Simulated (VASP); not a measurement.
# MgB2 (e600) (P6/mmm) in VASP: relaxation of cell and atoms with PBE

Aim: the relaxation of cell and atoms of MgB2 (e600) with PBE.

Everything below comes from runs of VASP 6.6.1. Logs are shortened: lines on timing, memory, paths and dates and some standing lists are left out, and cuts for length are marked.

**1. The cell of the first run**

It takes space group P6/mmm (No. 191, hexagonal). The conventional cell has a = 3.085 Å, b = 3.085 Å, c = 3.523 Å, α = 90.00°, β = 90.00°, γ = 120.00°. Within 3.3 Å of Mg (site symmetry 6/mmm) lie 12 B at 2.51 Å and 6 Mg at 3.08 to 3.09 Å. Within 2.4 Å of B (site symmetry -6m2) lie 3 B at 1.78 Å.

**2. Relaxation of cell and atoms, PBE**

Input file INCAR:

```
  PREC = Accurate
  ENCUT = 600
  EDIFF = 1E-7
  ISMEAR = 0
  SIGMA = 0.1
  LREAL = F
  LASPH = T
  NELM = 100
  ALGO = Normal
  ISIF = 3
  LWAVE = F
  LCHARG = F
  GGA = PE
  IBRION = 2
  NSW = 100
  EDIFFG = -0.002
```

Input file KPOINTS:

```
regular mesh
0
Gamma
  15 15 12
```

Input file POSCAR:

```
MgB2
1.0
    3.0850000000      0.0000000000      0.0000000000
   -1.5425000000      2.6716883707      0.0000000000
    0.0000000000      0.0000000000      3.5230000000
Mg B
1 2
Direct
    0.0000000000      0.0000000000      0.0000000000
    0.3333333333      0.6666666667      0.5000000000
    0.6666666667      0.3333333333      0.5000000000
```

Potentials or basis: VASP PAW PBE potentials, release 64 (Mg, B).

Launch:

```
$ cat potpaw_PBE.64/Mg/POTCAR potpaw_PBE.64/B/POTCAR > POTCAR
$ mpirun -np 1 vasp_std > vasp.out
```

OUTCAR:

```text
PREC = Accurate
   ENCUT = 600
   EDIFF = 1E-7
   ISMEAR = 0
   LREAL = F
   LASPH = T
   NELM = 100
   ISIF = 3
   GGA = PE
   IBRION = 2
   NSW = 100
   EDIFFG = -0.002

 ion  position               nearest neighbor table
   1  0.000  0.000  0.000-   2 2.51   3 2.51   2 2.51   3 2.51   3 2.51   3 2.51   2 2.51   2 2.51
                             3 2.51   3 2.51   2 2.51   2 2.51
   2  0.333  0.667  0.500-   3 1.78   3 1.78   3 1.78   1 2.51   1 2.51   1 2.51   1 2.51   1 2.51
                             1 2.51
   3  0.667  0.333  0.500-   2 1.78   2 1.78   2 1.78   1 2.51   1 2.51   1 2.51   1 2.51   1 2.51
                             1 2.51

  LATTYP: Found a hexagonal cell.
 ALAT       =     3.0850000000
 C/A-ratio  =     1.1419773096

  Lattice vectors:

 A1 = (   3.0850000000,   0.0000000000,   0.0000000000)
 A2 = (  -1.5425000000,   2.6716883707,   0.0000000000)
 A3 = (   0.0000000000,   0.0000000000,   3.5230000000)

Analysis of symmetry for initial positions (statically):
=====================================================================
 Subroutine PRICEL returns:
 Original cell was already a primitive cell.

 Routine SETGRP: Setting up the symmetry group for a
 hexagonal supercell.

 Subroutine GETGRP returns: Found 24 space group operations
 (whereof 24 operations were pure point group operations)
 out of a pool of 24 trial point group operations.

The static configuration has the point symmetry D_6h.

Analysis of symmetry for dynamics (positions and initial velocities):
=====================================================================
 Subroutine PRICEL returns:
 Original cell was already a primitive cell.

 Routine SETGRP: Setting up the symmetry group for a
 hexagonal supercell.

 Subroutine GETGRP returns: Found 24 space group operations
 (whereof 24 operations were pure point group operations)
 out of a pool of 24 trial point group operations.

The dynamic configuration has the point symmetry D_6h.

 Subroutine INISYM returns: Found 24 space group operations
 (whereof 24 operations are pure point group operations),
 and found     1 'primitive' translations

----------------------------------------------------------------------------------------

                                     Primitive cell

  volume of cell :      29.0371

  direct lattice vectors                    reciprocal lattice vectors
     3.085000000  0.000000000  0.000000000     0.324149109  0.187147575  0.000000000
    -1.542500000  2.671688371  0.000000000     0.000000000  0.374295150  0.000000000
     0.000000000  0.000000000  3.523000000     0.000000000  0.000000000  0.283848992

  length of vectors
     3.085000000  3.085000000  3.523000000     0.374295150  0.374295150  0.283848992

  position of ions in fractional coordinates (direct lattice)
     0.000000000  0.000000000  0.000000000
     0.333333333  0.666666667  0.500000000
     0.666666667  0.333333333  0.500000000

  ion indices of the primitive-cell ions
   primitive index   ion index
                 1           1
                 2           2
                 3           3

----------------------------------------------------------------------------------------

 KPOINTS: regular mesh

Automatic generation of k-mesh.
 Grid dimensions read from file:
 generate k-points for:   15   15   12

 Generating k-lattice:

  Cartesian coordinates                     Fractional coordinates (reciprocal lattice)
     0.021609941  0.012476505  0.000000000     0.066666667  0.000000000  0.000000000
     0.000000000  0.024953010  0.000000000     0.000000000  0.066666667  0.000000000
     0.000000000  0.000000000  0.023654083     0.000000000  0.000000000  0.083333333

  Length of vectors
     0.024953010  0.024953010  0.023654083

  Shift w.r.t. Gamma in fractional coordinates (k-lattice)
     0.000000000  0.000000000  0.000000000

 Subroutine IBZKPT returns following result:
 ===========================================

 Found    189 irreducible k-points:

 Following reciprocal coordinates:
            Coordinates               Weight
  0.000000  0.000000  0.000000      1.000000
  0.066667  0.000000  0.000000      6.000000
  0.133333 -0.000000  0.000000      6.000000
  0.200000 -0.000000  0.000000      6.000000
  0.266667 -0.000000  0.000000      6.000000
  0.333333  0.000000  0.000000      6.000000
[... 16 lines left out ...]
  0.333333  0.200000  0.000000     12.000000
  0.400000  0.200000  0.000000      6.000000
 [... further k-points ...]
   k-points           NKPTS =    189   k-points in BZ     NKDIM =    189   number of bands    NBANDS=      8
   number of dos      NEDOS =    301   number of ions     NIONS =      3
   total plane-waves  NPLWV =  21952
   dimension x,y,z NGX =    28 NGY =   28 NGZ =   28
   dimension x,y,z NGXF=    56 NGYF=   56 NGZF=   56
   ions per type =               1   2
   NGX,Y,Z   is equivalent  to a cutoff of  15.09, 15.09, 13.21 a.u.
   NGXF,Y,Z  is equivalent  to a cutoff of  30.18, 30.18, 26.43 a.u.
 SYSTEM =  unknown system
   PREC   = accura    normal or accurate (medium, high low for compatibility)
   ISTART =      0    job   : 0-new  1-cont  2-samecut
   ICHARG =      2    charge: 1-file 2-atom 10-const
   ISPIN  =      1    spin polarized calculation?
   LNONCOLLINEAR =      F non collinear calculations
   LSORBIT =      F    spin-orbit coupling
   LASPH  =      T    aspherical Exc in radial PAW
   ENCUT  =  600.0 eV  44.10 Ry    6.64 a.u.   6.16  6.16  7.04*2*pi/ulx,y,z
   NELM   =    100;   NELMIN=  2; NELMDL= -5     # of ELM steps
   EDIFF  = 0.1E-06   stopping-criterion for ELM
   LREAL  =      F    real-space projection
   EDIFFG = -.2E-02   stopping-criterion for IOM
   NSW    =    100    number of steps for IOM
   IBRION =      2    ionic relax: 0-MD 1-quasi-New 2-CG
   NFREE  =      1    steps in history (QN), initial steepest desc. (CG)
   ISIF   =      3    stress and relaxation
   ISYM   =      2    0-nonsym 1-usesym 2-fastsym
   POTIM  = 0.5000    time-step for ionic-motion
   TEBEG  =    0.0;   TEEND  =   0.0 temperature during run
   PSTRESS=    0.0 pullay stress
   NELECT =       8.0000    total number of electrons
   NUPDOWN=      -1.0000    fix difference up-down
   EMIN   =  10.00;   EMAX   =-10.00  energy-range for DOS
   EFERMI =   0.00;   METHOD = LEGACY
   ISMEAR =     0;   SIGMA  =   0.10  broadening in eV -4-tet -1-fermi 0-gaus
   EFERMI_NEDOS =   21; number of points for ismear=-14 and -15
   IALGO  =     38    algorithm
   IMIX   =      4    mixing-type and parameters
     AMIX     =   0.40;   BMIX     =  1.00
     AMIX_MAG =   1.60;   BMIX_MAG =  1.00
  volume/ion in A,a.u.               =       9.68        65.32
  Fermi-wavevector in a.u.,A,eV,Ry     =   1.065255  2.013040 15.439462  1.134768
  Thomas-Fermi vector in A             =   2.200801
   LORBIT       =      0    0 simple, 1 ext, 2 COOP (PROOUT), +10 PAW based schemes
   GGA     = PE    functional components
   LHFCALC =     F    Hartree Fock is set to
   AEXX    =    0.0000 exact exchange contribution
   IVDW    =     0    specifies the selected vdW correction
   LEPSILON=     F    determine dielectric tensor
   LRPA    =     F    only Hartree local field effects (RPA)
 conjugate gradient relaxation of ions
 non-spin polarized calculation
 Gauss-broadening in eV      SIGMA  =   0.10
  energy-cutoff  :      600.00
  volume of cell :       29.04
 maximum number of plane-waves:       986
 NGX is ok and might be reduce to    28
   NGX = 13   NGY = 13   NGZ = 15

--------------------------------------- Ionic step        1  -------------------------------------------

 number of electron       8.0000000 magnetization

 Free energy of the ion-electron system (eV)
  ---------------------------------------------------
  ext. energy  EPLUGINS =         0.00000000
  ---------------------------------------------------
  free energy    TOTEN  =       -15.32577179 eV

  energy without entropy =      -15.32153458  energy(sigma->0) =      -15.32365318

------------------------ aborting loop because EDIFF is reached ----------------------------------------

  FORCE on cell =-STRESS in cart. coord.  units (eV):
  Direction    XX          YY          ZZ          XY          YZ          ZX
  --------------------------------------------------------------------------------------
  -------------------------------------------------------------------------------------
  Total       -0.3497086     -0.3497086     -0.0187988     -0.0000000     -0.0000000      0.0000000
  in kB      -19.2958224    -19.2958224     -1.0372567     -0.0000000     -0.0000000      0.0000000
  external PRESSURE =     -13.2096339 kB  Pullay stress =       0.0000000 kB
[... 207 lines left out ...]
  energy  without entropy=      -15.3234752993  energy(sigma->0) =      -15.32537204

--------------------------------------- Ionic step        7  -------------------------------------------

 number of electron       8.0000000 magnetization

 Free energy of the ion-electron system (eV)
  ---------------------------------------------------
  ext. energy  EPLUGINS =         0.00000000
  ---------------------------------------------------
  free energy    TOTEN  =       -15.32726924 eV

  energy without entropy =      -15.32346470  energy(sigma->0) =      -15.32536697

 E-fermi :   5.3040     XC(G=0): -10.9375

 val. band max:        5.2990713365   @ k =   0.0667   0.0000   0.0000
 cond. band min:       5.3065569464   @ k =   0.1333  -0.0000   0.3333
 fundamental gap:      0.0074856099
 Fermi energy:         5.3040203357

 k-point     1 :       0.0000    0.0000    0.0000
  band No.  band energies     occupation
      1      -7.1478      2.00000
      2       2.3100      2.00000
      3       5.7025      0.00000
      4       5.7025      0.00000
      5       6.8999      0.00000
      6      11.6978      0.00000
      7      11.6978      0.00000
      8      13.5548      0.00000
[... 243 lines left out ...]
 k-point    24 :       0.4000    0.2000    0.0000
  band No.  band energies     occupation
      1      -2.7724      2.00000
      2      -2.0917      2.00000
      3       0.8955      2.00000
      4       6.0720      0.00000
      5       8.0329      0.00000
      6      10.9234      0.00000
      7      11.2683      0.00000
      8      13.4289      0.00000

 [... further k-points ...]

------------------------ aborting loop because EDIFF is reached ----------------------------------------

  FORCE on cell =-STRESS in cart. coord.  units (eV):
  Direction    XX          YY          ZZ          XY          YZ          ZX
  --------------------------------------------------------------------------------------
  -------------------------------------------------------------------------------------
  Total       -0.0045462     -0.0045462     -0.0014891      0.0000000      0.0000000     -0.0000000
  in kB       -0.2526614     -0.2526614     -0.0827589      0.0000000      0.0000000     -0.0000000
  external PRESSURE =      -0.1960272 kB  Pullay stress =       0.0000000 kB
[... 18 lines left out ...]
  FREE ENERGIE OF THE ION-ELECTRON SYSTEM (eV)
  ---------------------------------------------------
  free  energy   TOTEN  =       -15.3272692409 eV

  energy  without entropy=      -15.3234646950  energy(sigma->0) =      -15.32536697

 reached required accuracy - stopping structural energy minimisation
```

It took 65 s on 1 thread of Intel Xeon 6975P-C (Granite Rapids), shared host; peak memory 0.21 GiB.

Results:

```yaml
Free_energy: -15.3273 eV
Relaxed_volume: 9.61 Å³/atom
Relaxed_cell: a = 3.072 Å, b = 3.072 Å, c = 3.527 Å, α = 90.00°, β = 90.00°, γ = 120.00°
Space_group_after_relaxing_to_0.05_Å: P6/mmm (No. 191)
Energy_gained_by_relaxing: 0.5 meV/atom
Ionic_steps: 7
Pressure_after_relaxing: 0.0 GPa
Band_gap_on_the_k_mesh: zero (band 4 reaches 7.09 eV, above the bottom of band 5 at 3.31 eV)
```

Step by step:
| step | energy change (eV) | largest force (eV/Å) | pressure (GPa) | volume (Å³) |
| --- | --- | --- | --- | --- |
| 1 | 0.0000 | 0.0000 | -1.32 | 29.04 |
| 2 | -0.0013 | 0.0000 | 0.65 | 28.70 |
| 3 | -0.0015 | 0.0000 | 0.11 | 28.79 |
| 4 | -0.0015 | 0.0000 | 0.08 | 28.80 |
| 5 | -0.0015 | 0.0000 | 0.02 | 28.82 |
| 6 | -0.0015 | 0.0000 | -0.03 | 28.83 |
| 7 | -0.0015 | 0.0000 | -0.02 | 28.83 |

Final structure:
```
Mg B
1.0
     3.07205    0.00000    0.00000
    -1.53602    2.66047    0.00000
     0.00000    0.00000    3.52724
Mg B
1 2
Direct
  0.00000 0.00000 0.00000
  0.33333 0.66667 0.50000
  0.66667 0.33333 0.50000
```
